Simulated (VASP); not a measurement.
Here is a VASP 6.6.1 calculation.

INCAR

```
PREC = Accurate
ENCUT = 400
EDIFF = 1E-6
ISMEAR = 0
SIGMA = 0.1
LREAL = False
LASPH = True
NELM = 120
ALGO = Normal
ISIF = 2
LWAVE = False
LCHARG = False
LDIPOL = True
IDIPOL = 3
DIPOL = 0.5 0.5 0.316
NBANDS = 53
GGA_COMPAT = False
NELMDL = -8
```

KPOINTS

```
Automatic mesh
0
Gamma
  6 6 1
```

File POSCAR:

```
Mo3H
1.0
    4.4001385491      0.0000000000      0.0000000000
   -2.2000692746      3.8106317637      0.0000000000
    0.0000000000      0.0000000000     22.2005753775
Mo H
6 2
Direct
    0.6666666667      0.3333333333      0.1801755104
    0.3333333333      0.6666666667      0.2206327735
    0.0000000000      0.0000000000      0.2610900367
    0.6666666667      0.3333333333      0.2983628716
    0.3333333333      0.6666666667      0.3344863264
    0.0000000000      0.0000000000      0.3693857136
   -0.0738613106      0.0000000000      0.4328975810
    0.0738613106      0.0000000000      0.4328975810
```

Potentials or basis: VASP PAW LDA potentials, release 64 (Mo_sv, H).

Command:

```bash
$ cat potpaw_LDA.64/Mo_sv/POTCAR potpaw_LDA.64/H/POTCAR > POTCAR
$ mpirun -np 1 vasp_std > vasp.out
```

What does it give for the largest force?

12.162 eV/Å.

Forces on the atoms (eV/Å):
```
Mo    0.000  -0.093   1.708
Mo    0.000   0.076  -0.118
Mo    0.000   0.043  -4.073
Mo    0.000   0.125  -0.852
Mo    0.000  -0.030   1.108
Mo    0.000  -0.043 -12.162
H    -9.073  -0.040   7.194
H     9.073  -0.040   7.194
```
